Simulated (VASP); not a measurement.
A run of VASP 6.6.1 is set up as follows.

The input INCAR:

```
ALGO = Normal
EDIFF = 1E-7
ENCUT = 520
GGA = PE
ISIF = 2
ISMEAR = 0
LASPH = True
LCHARG = True
LELF = True
LREAL = False
LVHAR = True
LWAVE = False
NBANDS = 38
NELM = 100
PREC = Accurate
SIGMA = 0.1
```

The input KPOINTS:

```
k-points
0
Gamma
  6 6 10
```

POSCAR

```
TaW2N4
1.0
    3.0274251743     -4.1757964358      0.0105409227
    3.0274251743      4.1757964358      0.0105409227
   -0.0110248496      0.0000000000      3.0685096566
Ta W N
1 2 4
Direct
    0.9994864968      0.9994864968      0.0004610634
    0.5210541087      0.9968075713      0.5001948923
    0.9968075713      0.5210541087      0.5001948923
    0.2282139200      0.2282139200      0.5003875217
    0.7435355748      0.7435355748      0.5003107599
    0.2648068638      0.7458893877      1.0001991589
    0.7458893877      0.2648068638      1.0001991589
```

Potentials or basis: VASP PAW PBE potentials, release 64 (Ta_pv, W_sv, N).

Launch:

```sh
$ cat potpaw_PBE.64/Ta_pv/POTCAR potpaw_PBE.64/W_sv/POTCAR potpaw_PBE.64/N/POTCAR > POTCAR
$ mpirun -np 1 vasp_std > vasp.out
```

(1) Predict the largest force.

(2) Estimate the pressure.

Answers

(1) 0.055 eV/Å.

(2) 1.1 GPa.
